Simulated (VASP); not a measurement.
Fe:

```
Fe
1.0
     2.45180    0.00000    0.00000
    -1.22590    2.12332    0.00000
     0.00000    0.00000    2.29090
Fe
1
Direct
  0.00000 0.00000 0.00000
```

This isn't the form of Fe at room conditions, which is bcc.

* Program: VASP 6.6.1
* Task: relaxation of cell and atoms
* Functional: r2SCAN
* Potentials or basis: VASP PAW PBE potentials, release 64 (Fe)
* Cutoff: 600 eV
* k mesh: 9 × 9 × 8
* Occupations: gaussian, width 0.1 eV
* Spin: collinear spin, ferromagnetic start
* Starting moments: [2.98] μB

At the start: pressure 13.8 GPa; volume 11.93 Å³/atom.

Where does the relaxation end?

Over 5 steps the energy falls by 56.6 meV/atom and the volume is 13.14 Å³/atom (+10.2 %); space group P6/mmm (No. 191, to 0.1 Å) before and after; moment 2.91 μB per cell.

Step by step:
```csv
step,energy change (eV),largest force (eV/Å),pressure (GPa),volume (Å³)
1,0.0000,0.0000,13.83,11.93
2,-0.0398,0.0000,-6.10,13.79
3,-0.0563,0.0000,0.16,13.10
4,-0.0563,0.0000,0.43,13.08
5,-0.0566,0.0000,-0.05,13.14
```

Final structure:
```
Fe
1.0
     2.51666    0.00000    0.00000
    -1.25833    2.17949    0.00000
     0.00000    0.00000    2.39558
Fe
1
Direct
  0.00000 0.00000 0.00000
```

Caveat: the PAW data sets were made with another functional, which shifts forces and pressure a little.
